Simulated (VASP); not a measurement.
Set up this calculation in VASP 6.6.1, as the native input.

* Task: single point
* Functional: RPBE
* Potentials or basis: VASP PAW PBE potentials, release 64 (Ni)
* Cutoff: 520 eV
* k mesh: 10 × 10 × 15
* Occupations: fermi-dirac, width 0.1 eV
* Spin: no spin polarisation
* Dipole correction: no
* Further INCAR settings: ALGO = Normal; EDIFF = 1e-06; NBANDS = 22

The structure of Ni lies in POSCAR:

```
Ni
1.0
    4.0851336544      0.0000000000      0.0000000000
   -2.0425668272      3.5378295225      0.0000000000
    0.0000000000      0.0000000000      2.4589377664
Ni
3
Direct
    0.0000000000      1.0000000000      0.0000000000
    0.3333333333      0.6666666667      0.5000000000
    0.6666666667      0.3333333333      0.5000000000
```

This cell differs from its parent crystal: volume scaled by 1.04.

One way to write it, as run:

INCAR

```
SYSTEM = Ni
  PREC = Accurate
  ENCUT = 520
  EDIFF = 1E-6
  ISMEAR = -1
  SIGMA = 0.1
  LREAL = .False.
  LASPH = .True.
  NELM = 60
  ALGO = Normal
  ISIF = 2
  LWAVE = .False.
  LCHARG = .True.
  GGA = RP
  LELF = .True.
  LVHAR = .True.
  NBANDS = 22
```

KPOINTS

```
regular mesh
0
Gamma
  10 10 15
  0 0 0
```

Potentials or basis: VASP PAW PBE potentials, release 64 (Ni).

Run with:

```console
$ cat potpaw_PBE.64/Ni/POTCAR > POTCAR
$ mpirun -np 1 vasp_std > vasp.out
```

Results of the run:

The pressure is -5.9 GPa. The band gap on the k mesh is zero (band 15 reaches 8.56 eV, above the bottom of band 16 at 8.05 eV).

Caveat: the PAW data sets were made with another functional, which shifts forces and pressure a little; the run has no spin polarisation, though such a crystal can be magnetic.

Run time: 70 s on 1 thread of Intel(R) Xeon(R) Platinum 8259CL CPU @ 2.50GHz (Skylake/Cascade Lake), with other jobs on the host, peak memory 0.19 GiB.
